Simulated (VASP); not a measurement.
InP: single point with PBE

InP:

```
In P
1.0
     0.00000    2.93050    2.93050
     2.93050    0.00000    2.93050
     2.93050    2.93050    0.00000
In P
1 1
Direct
  0.00000 0.00000 0.00000
  0.75000 0.75000 0.75000
```

```yaml
Program: VASP 6.6.1
Task: single point
Functional: PBE
Potentials_or_basis: VASP PAW PBE potentials, release 64 (In_d, P)
Cutoff: 520 eV
k_mesh: 14 × 14 × 14
Occupations: fermi-dirac, width 0.05 eV
Spin: no spin polarisation
Dipole_correction: no
Further_INCAR_settings: ALGO = Normal; EDIFF = 1e-07; NBANDS = 16
```

```yaml
Pressure: 3.3 GPa
Band_gap_on_the_k_mesh: 0.71 eV, direct
```

Levels at points of the mesh, in eV from the valence-band top:
```tsv
k point	band 7	band 8	band 9	band 10	band 11	band 12
(0.00, 0.00, 0.00)	0.00	0.00	0.00	0.71	4.09	4.09
(0.50, 0.00, 0.00)	-5.73	-0.97	-0.97	1.50	4.81	4.81
(0.50, 0.50, 0.00)	-5.75	-2.32	-2.32	1.76	2.27	9.21
```

It took 87 s on 1 thread of Intel(R) Xeon(R) Platinum 8259CL CPU @ 2.50GHz (Skylake/Cascade Lake), on a shared host, peak memory 0.23 GiB.

Caveat: spin-orbit coupling is left out, which moves the levels of the heavy elements. A hybrid or GW would open this gap; PBE tends to underestimate it.
